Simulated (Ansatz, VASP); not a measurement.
## Si4W in VASP and in Ansatz

INCAR

```
SYSTEM = Si4W
  PREC = Accurate
  ENCUT = 520
  EDIFF = 1E-7
  ISMEAR = 0
  SIGMA = 0.1
  LREAL = .False.
  LASPH = .True.
  NELM = 100
  ALGO = Normal
  ISIF = 2
  LWAVE = .False.
  LCHARG = .True.
  GGA = PE
  LELF = .True.
  LVHAR = .True.
  NBANDS = 23
```

KPOINTS

```
regular mesh
0
Gamma
  4 4 4
  0 0 0
```

Contents of POSCAR:

```
Si4W
1.0
   -2.7011715900      2.7011715900      2.7011715900
    2.7011715900     -2.7011715900      2.7011715900
    2.7011715900      2.7011715900     -2.7011715900
Si W
4 1
Direct
    0.5000000000      0.5000000000      0.5000000000
    0.0000000000      0.0000000000      0.5000000000
    0.0000000000      0.5000000000      0.0000000000
    0.5000000000      0.0000000000      0.0000000000
    0.0000000000      0.0000000000      0.0000000000
```

Input for Ansatz:

```yaml
crystal:
  lattice:
    - [-2.70117159, 2.70117159, 2.70117159]
    - [2.70117159, -2.70117159, 2.70117159]
    - [2.70117159, 2.70117159, -2.70117159]
  atoms:
    - { symbol: Si, position: [0.5, 0.5, 0.5] }
    - { symbol: Si, position: [0.0, 0.0, 0.5] }
    - { symbol: Si, position: [0.0, 0.5, 0.0] }
    - { symbol: Si, position: [0.5, 0.0, 0.0] }
    - { symbol: W, position: [0.0, 0.0, 0.0] }
basis:
  ecutwfc: 420
kpoints:
  mp_grid: { grid: [4, 4, 4] }
hamiltonian:
  xc: pbe
scf:
  occupations: { method: gaussian, width: 0.1 }
  lower_state_search: "off"
output:
  forces: true
  stress: true
  eigenvalues: true
```

Alike in both runs: task single point; functional PBE; k mesh 4 × 4 × 4; occupations gaussian, width 0.1 eV; no spin polarisation.

|  | VASP | Ansatz |
| --- | --- | --- |
| version | VASP 6.6.1 | Ansatz 0.2.0 |
| potentials or method | VASP PAW PBE potentials, release 64 (Si, W_sv), cutoff 520 eV | scalar-relativistic, plane waves, PAW |
| valence electrons in the cell | 30 | 30 |

|  | VASP | Ansatz | Ansatz less VASP |
| --- | --- | --- | --- |
| gap on the k mesh at the Fermi level (eV) | none | none | - |
| pressure (GPa) | 19.6 | 19.6 | -0.02 |

A gap of «none» marks a metal or a gap that the smearing closes.

The k mesh is coarse, so the values compare programs but aren't converged. Spin-orbit coupling is off throughout.
